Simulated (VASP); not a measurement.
The system is PbO (Litharge).

```
CELL_PARAMETERS angstrom
3.99000 0.00000 0.00000
0.00000 3.99000 0.00000
0.00000 0.00000 5.01000
ATOMIC_POSITIONS crystal
Pb 0.50000 0.00000 0.76000
Pb 0.00000 0.50000 0.24000
O 0.50000 0.50000 0.00000
O 0.00000 0.00000 0.00000
```

Base run:

| Quantity | Value |
| --- | --- |
| Program | VASP 6.6.1 |
| Functional | PBEsol |
| Potentials or basis | VASP PAW PBE potentials, release 64 (Pb_d, O) |
| Cutoff | 520 eV |
| k mesh | 7 × 7 × 6 |
| Occupations | fermi-dirac, width 0.05 eV |
| Spin | no spin polarisation |

Its results: band gap on the k mesh 1.37 eV, indirect (least direct gap 2.29 eV); pressure -0.8 GPa; largest force 0.287 eV/Å.

The run is repeated on the same cell with these changes: functional from PBEsol to PBE. What comes out?

Band gap on the k mesh 1.42 eV, indirect (least direct gap 2.37 eV); pressure 3.1 GPa; largest force 0.030 eV/Å.

PBE binds less tightly than PBEsol, so the same cell stands under more pressure.

Caveats: spin-orbit coupling is left out, which moves the levels of the heavy elements; the PAW data sets were made with another functional, which shifts forces and pressure a little (some runs).

A k mesh can miss the band edges.
